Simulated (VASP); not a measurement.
PbO, 4 atoms in the cell. Symmetry: P4/nmm, No. 129, tetragonal system. The conventional cell has a = 3.852 Å, b = 3.852 Å, c = 4.837 Å, α = 90.00°, β = 90.00°, γ = 90.00°. Within 3.0 Å of Pb (site symmetry 4mm) lie 4 O at 2.25 Å. O (site symmetry -4m2) has 4 Pb at 2.25 Å and 4 O at 2.72 Å within 3.0 Å. 

| Item | Value |
| --- | --- |
| Program | VASP 6.6.1 |
| Task | single point |
| Functional | PBEsol |
| Potentials or basis | VASP PAW PBE potentials, release 64 (Pb_d, O) |
| Cutoff | 520 eV |
| k mesh | 6 × 6 × 6 |
| Occupations | gaussian, width 0.01 eV |
| Spin | no spin polarisation |
| Dipole correction | no |
| Further INCAR settings | ALGO = Normal; EDIFF = 1e-07; NBANDS = 28 |

Potentials or basis: VASP PAW PBE potentials, release 64 (Pb_d, O).

Run with:

```sh
$ cat potpaw_PBE.64/Pb_d/POTCAR potpaw_PBE.64/O/POTCAR > POTCAR
$ mpirun -np 1 vasp_std > vasp.out
```

Hardware: 1 thread of Intel Xeon 8259CL, with other jobs on the host.

How long does it take, and how much memory?

Wall time 3.1 min on 1 thread of Intel Xeon 8259CL (shared host), peak memory 0.22 GiB. Counts: scf iterations 16, k points 40.
